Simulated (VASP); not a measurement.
Input of a VASP 6.6.1 run:

Contents of POSCAR:

```
GdN
1.0
    0.0000000000      2.4995000000      2.4995000000
    2.4995000000      0.0000000000      2.4995000000
    2.4995000000      2.4995000000      0.0000000000
Gd N
1 1
Direct
    0.0000000000      0.0000000000      0.0000000000
    0.5000000000      0.5000000000      0.5000000000
```

The input INCAR.step1:

```
ALGO = Normal ; EDIFF = 1E-5
ENCUT = 800 ; GGA = PE
GGA_COMPAT = False ; ISMEAR = 0
ISPIN = 2 ; LASPH = True
LCHARG = False ; LMAXMIX = 6
LREAL = False ; LWAVE = True
MAGMOM = 7.62 0 ; NBANDS = 22
NELM = 200 ; PREC = Accurate
SIGMA = 0.05
```

INCAR.step2

```
ALGO = Normal ; EDIFF = 1E-8
ENCUT = 800 ; GGA_COMPAT = False
ISIF = 2 ; ISMEAR = 0
ISPIN = 2 ; ISTART = 1
LASPH = True ; LCHARG = False
LEFG = True ; LMAXMIX = 6
LMIXTAU = True ; LORBIT = 11
LREAL = False ; LWAVE = False
MAGMOM = 7.62 0 ; METAGGA = R2SCAN
NBANDS = 22 ; NELM = 200
PREC = Accurate ; SIGMA = 0.05
```

File KPOINTS:

```
k-points
0
Gamma
  12 12 12
```

Potentials or basis: VASP PAW PBE potentials, release 64 (Gd, N).

Run with:

```sh
$ cat potpaw_PBE.64/Gd/POTCAR potpaw_PBE.64/N/POTCAR > POTCAR
$ cp INCAR.step1 INCAR
$ mpirun -np 1 vasp_std > vasp.out
$ cp INCAR.step2 INCAR
$ mpirun -np 1 vasp_std > vasp.out
```

What does it give for the net moment?

7.00 μB per cell.

Predict the pressure.

-2.2 GPa.

Estimate the band gap on the k mesh.

zero (filled and empty bands overlap).

Predict the site moments.

Gd +6.79; N -0.12 μB.

Caveat: the PAW data sets were made with another functional, which shifts forces and pressure a little; spin-orbit coupling is left out, which moves the levels of the heavy elements; a cell with one magnetic atom can't hold antiferromagnetic order, which such compounds often take; semilocal functionals describe open f shells poorly, which spoils levels, moments and volumes. With open d or f shells a metallic result of r2SCAN can be an artefact of self-interaction; +U or a hybrid may open a gap.
